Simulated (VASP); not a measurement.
# BaS (Pm-3m) in VASP: notebook, part 2 of 3

VASP 6.6.1.

### 3 Single point, r2SCAN (volume changed by -6%)

Contents of POSCAR:

```
BaS
1.0
    3.7554963358      0.0000000000      0.0000000000
    0.0000000000      3.7554963358      0.0000000000
    0.0000000000      0.0000000000      3.7554963358
Ba S
1 1
Direct
    0.0000000000      0.0000000000      0.0000000000
    0.5000000000      0.5000000000      0.5000000000
```

Contents of INCAR.step1:

```
SYSTEM = BaS
PREC     = Accurate       ! precision mode
ENCUT    = 520            ! plane-wave cutoff, eV
ISMEAR   = 0              ! smearing method
SIGMA    = 0.01           ! smearing width, eV
LREAL    = .False.        ! projectors in reciprocal space
LASPH    = .True.         ! aspherical terms in the spheres
NELM     = 60             ! most SCF steps
NBANDS   = 15             ! bands
GGA      = PE             ! functional
ALGO     = Normal         ! electronic algorithm
EDIFF    = 1E-4           ! SCF threshold, eV
LWAVE    = .True.         ! write WAVECAR
LCHARG   = .False.        ! write CHGCAR
```

Contents of INCAR.step2:

```
SYSTEM = BaS
PREC     = Accurate       ! precision mode
ENCUT    = 520            ! plane-wave cutoff, eV
EDIFF    = 1E-6           ! SCF threshold, eV
ISMEAR   = 0              ! smearing method
SIGMA    = 0.01           ! smearing width, eV
LREAL    = .False.        ! projectors in reciprocal space
LASPH    = .True.         ! aspherical terms in the spheres
NELM     = 60             ! most SCF steps
ALGO     = Normal         ! electronic algorithm
ISIF     = 2              ! what is computed and relaxed
LWAVE    = .False.        ! write WAVECAR
LCHARG   = .True.         ! write CHGCAR
METAGGA  = R2SCAN         ! meta-GGA
LMIXTAU  = .True.       
LELF     = .True.         ! ELF
LVHAR    = .True.       
NBANDS   = 15             ! bands
ISTART   = 1
```

Contents of KPOINTS:

```
Automatic mesh
0
Gamma
  6 6 6
  0 0 0
```

Potentials or basis: VASP PAW PBE potentials, release 64 (Ba_sv, S).

The run is started by

```
> cat potpaw_PBE.64/Ba_sv/POTCAR potpaw_PBE.64/S/POTCAR > POTCAR
> cp INCAR.step1 INCAR
> mpirun -np 1 vasp_std > vasp.out
> cp INCAR.step2 INCAR
> mpirun -np 1 vasp_std > vasp.out
```

It took 1.9 min on 1 thread of Intel Xeon 8259CL, shared host; peak memory 0.17 GiB.

It converged, with:

```
Free energy            : -38.7435 eV
Pressure               : 4.8 GPa
Band gap on the k mesh : 1.71 eV, indirect (least direct gap 1.77 eV)
```

Levels at points of the mesh, in eV from the valence-band top:
| k point | band 6 | band 7 | band 8 | band 9 | band 10 | band 11 |
| --- | --- | --- | --- | --- | --- | --- |
| (0.00, 0.00, 0.00) | -0.06 | -0.06 | -0.06 | 1.71 | 1.71 | 5.25 |
| (0.50, 0.00, 0.00) | -3.05 | -0.80 | -0.80 | 2.86 | 6.98 | 7.00 |
| (0.50, 0.50, 0.00) | -1.40 | -1.40 | 0.00 | 2.71 | 4.02 | 4.86 |
| (0.50, 0.50, 0.50) | -3.06 | -3.06 | -3.06 | 8.42 | 8.42 | 8.42 |

Caveat: the cell differs from its parent crystal (volume changed by -6%); the PAW data sets were made with another functional, which shifts forces and pressure a little; spin-orbit coupling is left out, which moves the levels of the heavy elements. A k mesh can miss the band edges.

### 4 Single point, r2SCAN (volume changed by -3%)

Contents of POSCAR:

```
BaS
1.0
    3.7950307814      0.0000000000      0.0000000000
    0.0000000000      3.7950307814      0.0000000000
    0.0000000000      0.0000000000      3.7950307814
Ba S
1 1
Direct
    0.0000000000      0.0000000000      0.0000000000
    0.5000000000      0.5000000000      0.5000000000
```

Contents of INCAR.step1:

```
  ALGO = Normal
  EDIFF = 1E-4
  ENCUT = 520
  GGA = PE
  ISMEAR = 0
  LASPH = T
  LCHARG = F
  LREAL = F
  LWAVE = T
  NBANDS = 15
  NELM = 100
  PREC = Accurate
  SIGMA = 0.01
```

Contents of INCAR.step2:

```
  ALGO = Normal
  EDIFF = 1E-6
  ENCUT = 520
  ISIF = 2
  ISMEAR = 0
  ISTART = 1
  LASPH = T
  LCHARG = F
  LMIXTAU = T
  LREAL = F
  LWAVE = F
  METAGGA = R2SCAN
  NBANDS = 15
  NELM = 100
  PREC = Accurate
  SIGMA = 0.01
```

Contents of KPOINTS:

```
k-points
0
Gamma
  6 6 6
```

The run is started by

```
> cat potpaw_PBE.64/Ba_sv/POTCAR potpaw_PBE.64/S/POTCAR > POTCAR
> cp INCAR.step1 INCAR
> mpirun -np 1 vasp_std > vasp.out
> cp INCAR.step2 INCAR
> mpirun -np 1 vasp_std > vasp.out
```

Run time: 1.9 min. Hardware: 1 thread of Intel Xeon 8259CL, shared host; peak memory 0.17 GiB.

The run converged. Its results:

```
Free energy            : -38.7829 eV
Pressure               : 2.7 GPa
Band gap on the k mesh : 1.76 eV, indirect (least direct gap 1.84 eV)
```

Levels at points of the mesh, in eV from the valence-band top:
| k point | band 6 | band 7 | band 8 | band 9 | band 10 | band 11 |
| --- | --- | --- | --- | --- | --- | --- |
| (0.00, 0.00, 0.00) | -0.08 | -0.08 | -0.08 | 1.76 | 1.76 | 4.96 |
| (0.50, 0.00, 0.00) | -2.97 | -0.76 | -0.76 | 2.86 | 6.78 | 7.02 |
| (0.50, 0.50, 0.00) | -1.40 | -1.40 | 0.00 | 2.68 | 3.95 | 4.83 |
| (0.50, 0.50, 0.50) | -2.93 | -2.93 | -2.93 | 8.17 | 8.17 | 8.17 |

Caveat: the cell differs from its parent crystal (volume changed by -3%); the PAW data sets were made with another functional, which shifts forces and pressure a little; spin-orbit coupling is left out, which moves the levels of the heavy elements. A k mesh can miss the band edges.

### 5 Single point, r2SCAN

This run uses another cell than the first one, of 28.17 Å³/atom, 0.938 times its volume.

Contents of POSCAR:

```
BaS
1.0
    3.8337582601      0.0000000000      0.0000000000
    0.0000000000      3.8337582601      0.0000000000
    0.0000000000      0.0000000000      3.8337582601
Ba S
1 1
Direct
    0.0000000000      0.0000000000      0.0000000000
    0.5000000000      0.5000000000      0.5000000000
```

Contents of INCAR.step1:

```
SYSTEM = BaS
PREC = Accurate ; ENCUT = 520
ISMEAR = 0 ; SIGMA = 0.01
LREAL = .False. ; LASPH = .True.
NELM = 60 ; NBANDS = 15
GGA = PE ; ALGO = Normal
EDIFF = 1E-4 ; LWAVE = .True.
LCHARG = .False.
```

Contents of INCAR.step2:

```
SYSTEM = BaS
PREC = Accurate ; ENCUT = 520
EDIFF = 1E-7 ; ISMEAR = 0
SIGMA = 0.01 ; LREAL = .False.
LASPH = .True. ; NELM = 60
ALGO = Normal ; ISIF = 2
LWAVE = .False. ; LCHARG = .True.
METAGGA = R2SCAN ; LMIXTAU = .True.
LELF = .True. ; LVHAR = .True.
NBANDS = 15 ; ISTART = 1
```

Contents of KPOINTS:

```
regular mesh
0
Gamma
  6 6 6
  0 0 0
```

Potentials or basis: VASP PAW PBE potentials, release 64 (Ba_sv, S).

The run is started by

```
> cat potpaw_PBE.64/Ba_sv/POTCAR potpaw_PBE.64/S/POTCAR > POTCAR
> cp INCAR.step1 INCAR
> mpirun -np 1 vasp_std > vasp.out
> cp INCAR.step2 INCAR
> mpirun -np 1 vasp_std > vasp.out
```

OUTCAR:

```text
SYSTEM = BaS
   PREC = Accurate
   ENCUT = 520
   EDIFF = 1E-7
   ISMEAR = 0
   LREAL = .False.
   LASPH = .True.
   NELM = 60
   ISIF = 2
   METAGGA = R2SCAN
   ISTART = 1

 ion  position               nearest neighbor table
   1  0.000  0.000  0.000-   2 3.32   2 3.32   2 3.32   2 3.32   2 3.32   2 3.32   2 3.32   2 3.32

   2  0.500  0.500  0.500-   1 3.32   1 3.32   1 3.32   1 3.32   1 3.32   1 3.32   1 3.32   1 3.32

  LATTYP: Found a simple cubic cell.
 ALAT       =     3.8337582601

  Lattice vectors:

 A1 = (   3.8337582601,   0.0000000000,   0.0000000000)
 A2 = (   0.0000000000,   3.8337582601,   0.0000000000)
 A3 = (   0.0000000000,   0.0000000000,   3.8337582601)

Analysis of symmetry for initial positions (statically):
=====================================================================
 Subroutine PRICEL returns:
 Original cell was already a primitive cell.

 Routine SETGRP: Setting up the symmetry group for a
 simple cubic supercell.

 Subroutine GETGRP returns: Found 48 space group operations
 (whereof 48 operations were pure point group operations)
 out of a pool of 48 trial point group operations.

The static configuration has the point symmetry O_h .

Analysis of symmetry for dynamics (positions and initial velocities):
=====================================================================
 Subroutine PRICEL returns:
 Original cell was already a primitive cell.

 Routine SETGRP: Setting up the symmetry group for a
 simple cubic supercell.

 Subroutine GETGRP returns: Found 48 space group operations
 (whereof 48 operations were pure point group operations)
 out of a pool of 48 trial point group operations.

The dynamic configuration has the point symmetry O_h .

 Subroutine INISYM returns: Found 48 space group operations
 (whereof 48 operations are pure point group operations),
 and found     1 'primitive' translations

[... 116 lines left out ...]
   AEXX    =    0.0000 exact exchange contribution
   IVDW    =     0    specifies the selected vdW correction
   LEPSILON=     F    determine dielectric tensor
   LRPA    =     F    only Hartree local field effects (RPA)
 non-spin polarized calculation
 Gauss-broadening in eV      SIGMA  =   0.01
  energy-cutoff  :      520.00
  volume of cell :       56.35
 maximum number of plane-waves:      1568
 NGX is ok and might be reduce to    30
   NGX = 15   NGY = 15   NGZ = 15

 number of electron      15.9999997 magnetization

 Free energy of the ion-electron system (eV)
  ---------------------------------------------------
  ext. energy  EPLUGINS =         0.00000000
  ---------------------------------------------------
  free energy    TOTEN  =       -38.80231994 eV

  energy without entropy =      -38.80231994  energy(sigma->0) =      -38.80231994

 E-fermi :   3.0017     XC(G=0):  -9.8702

 val. band max:        2.8531413418   @ k =   0.5000   0.5000   0.0000
 cond. band min:       4.6612352445   @ k =   0.0000   0.0000   0.0000
 fundamental gap:      1.8080939027
 Fermi energy:         3.0017364809

 k-point     1 :       0.0000    0.0000    0.0000
  band No.  band energies     occupation
      1     -25.1166      2.00000
      2      -9.4936      2.00000
      3      -9.4936      2.00000
      4      -9.4936      2.00000
      5      -8.6730      2.00000
      6       2.7488      2.00000
      7       2.7488      2.00000
      8       2.7488      2.00000
      9       4.6612      0.00000
     10       4.6612      0.00000
     11       7.5432      0.00000
     12       9.9091      0.00000
     13       9.9091      0.00000
     14       9.9091      0.00000
[... 329 lines left out ...]
      2     -10.1149      2.00000
      3     -10.1149      2.00000
      4     -10.1149      2.00000
      5      -7.8505      2.00000
      6       0.0460      2.00000
      7       0.0460      2.00000
      8       0.0460      2.00000
      9      10.7922      0.00000
     10      10.7922      0.00000
     11      10.7922      0.00000
     12      11.2884      0.00000
     13      11.2884      0.00000
     14      11.2884      0.00000
     15      12.3951      0.00000

------------------------ aborting loop because EDIFF is reached ----------------------------------------

  FORCE on cell =-STRESS in cart. coord.  units (eV):
  Direction    XX          YY          ZZ          XY          YZ          ZX
  --------------------------------------------------------------------------------------
  -------------------------------------------------------------------------------------
  Total        0.3420901      0.3420901      0.3420901      0.0000000      0.0000000      0.0000000
  in kB        9.7269540      9.7269540      9.7269540      0.0000000      0.0000000      0.0000000
  external PRESSURE =       9.7269540 kB  Pullay stress =       0.0000000 kB

 VOLUME and BASIS-vectors are now :
 -----------------------------------------------------------------------------
  energy-cutoff  :      520.00
  volume of cell :       56.35
      direct lattice vectors                 reciprocal lattice vectors
     3.833758260  0.000000000  0.000000000     0.260840651  0.000000000  0.000000000
     0.000000000  3.833758260  0.000000000     0.000000000  0.260840651  0.000000000
     0.000000000  0.000000000  3.833758260     0.000000000  0.000000000  0.260840651

 POSITION                                       TOTAL-FORCE (eV/Angst)
 -----------------------------------------------------------------------------------
      0.00000      0.00000      0.00000         0.000000      0.000000      0.000000
      1.91688      1.91688      1.91688         0.000000      0.000000      0.000000
 -----------------------------------------------------------------------------------
    total drift:                                0.000000     -0.000000     -0.000000

  FREE ENERGIE OF THE ION-ELECTRON SYSTEM (eV)
  ---------------------------------------------------
  free  energy   TOTEN  =       -38.8023199382 eV

  energy  without entropy=      -38.8023199382  energy(sigma->0) =      -38.80231994
```

OUTCAR.step1:

```text
SYSTEM = BaS
   PREC = Accurate
   ENCUT = 520
   ISMEAR = 0
   LREAL = .False.
   LASPH = .True.
[... 576 lines left out ...]
      0.00000      0.00000      0.00000         0.000000      0.000000      0.000000
      1.91688      1.91688      1.91688         0.000000      0.000000      0.000000
 -----------------------------------------------------------------------------------
    total drift:                                0.000000     -0.000000     -0.000000

  FREE ENERGIE OF THE ION-ELECTRON SYSTEM (eV)
  ---------------------------------------------------
  free  energy   TOTEN  =        -9.7473371505 eV

  energy  without entropy=       -9.7473371505  energy(sigma->0) =       -9.74733715
```

Run time: 2.1 min. Hardware: 1 thread of Intel Xeon 8259CL, shared host; peak memory 0.18 GiB.

What came out:

```yaml
Free_energy: -38.8023 eV
Pressure: 1.0 GPa
Band_gap_on_the_k_mesh: 1.81 eV, indirect (least direct gap 1.91 eV)
```

Caveat: the PAW data sets were made with another functional, which shifts forces and pressure a little; spin-orbit coupling is left out, which moves the levels of the heavy elements.

(Continued in part 3 of 3.)
